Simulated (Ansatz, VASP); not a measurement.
# HfC in VASP and in Ansatz

POSCAR

```
HfC
1.0
    0.0000000000      2.2775377028      2.2775377028
    2.2775377028      0.0000000000      2.2775377028
    2.2775377028      2.2775377028      0.0000000000
Hf C
1 1
Direct
    0.5000000000      0.5000000000      0.5000000000
    0.0000000000      0.0000000000      0.0000000000
```

The input INCAR.step1:

```
SYSTEM = HfC
ALGO = Normal ; EDIFF = 1E-5
ENCUT = 520 ; GGA = PE
ISIF = 2 ; ISMEAR = -1
LASPH = .True. ; LCHARG = .False.
LREAL = .False. ; LWAVE = .True.
NBANDS = 14 ; NELM = 100
PREC = Accurate ; SIGMA = 0.05
```

INCAR.step2

```
SYSTEM = HfC
AEXX = 0.25 ; ALGO = Normal
EDIFF = 1E-7 ; ENCUT = 520
GGA = PE ; ISIF = 2
ISMEAR = -1 ; ISTART = 1
LASPH = .True. ; LCHARG = .False.
LHFCALC = .True. ; LREAL = .False.
LWAVE = .False. ; NBANDS = 14
NELM = 100 ; PREC = Accurate
PRECFOCK = Normal ; SIGMA = 0.05
```

The input KPOINTS:

```
k-points
0
Gamma
  6 6 6
  0 0 0
```

input

```
crystal:
  lattice:
    - [0.0, 2.2775377028, 2.2775377028]
    - [2.2775377028, 0.0, 2.2775377028]
    - [2.2775377028, 2.2775377028, 0.0]
  atoms:
    - { symbol: Hf, position: [0.5, 0.5, 0.5] }
    - { symbol: C, position: [0.0, 0.0, 0.0] }
hamiltonian:
  xc: pbe0
  pseudopotentials: { kind: paw }
kpoints:
  mp_grid: { grid: [6, 6, 6] }
scf:
  occupations: { method: fermi_dirac, width: 0.05 }
output:
  forces: true
  stress: true
  eigenvalues: true
```

Alike in both runs: task single point; functional PBE0; k mesh 6 × 6 × 6; occupations fermi-dirac, width 0.05 eV; no spin polarisation.

|  | VASP | Ansatz |
| --- | --- | --- |
| version | VASP 6.6.1 | Ansatz 0.2.0 |
| potentials or method | VASP PAW PBE potentials, release 64 (Hf_pv, C) | Ansatz PAW |
| plane-wave cutoff (eV) | 520 | 420 |
| valence electrons in the cell | 14 | 30 |

Ansatz gave:

* gap on the k mesh at the Fermi level (eV): none
* pressure (GPa): 15.3

**Question.** Which values does VASP return?

**Answer.** gap on the k mesh at the Fermi level (eV): none; pressure (GPa): 12.1.

A gap of «none» marks a metal or a gap that the smearing closes. The functional is the same, so the differences come from potentials, cutoffs and numerics. VASP's potentials hold 14 valence electrons a cell and Ansatz's 30, so a difference there can come from the potentials and not from the codes.

The k mesh is coarse, so the values compare programs but aren't converged. Spin-orbit coupling is off throughout.
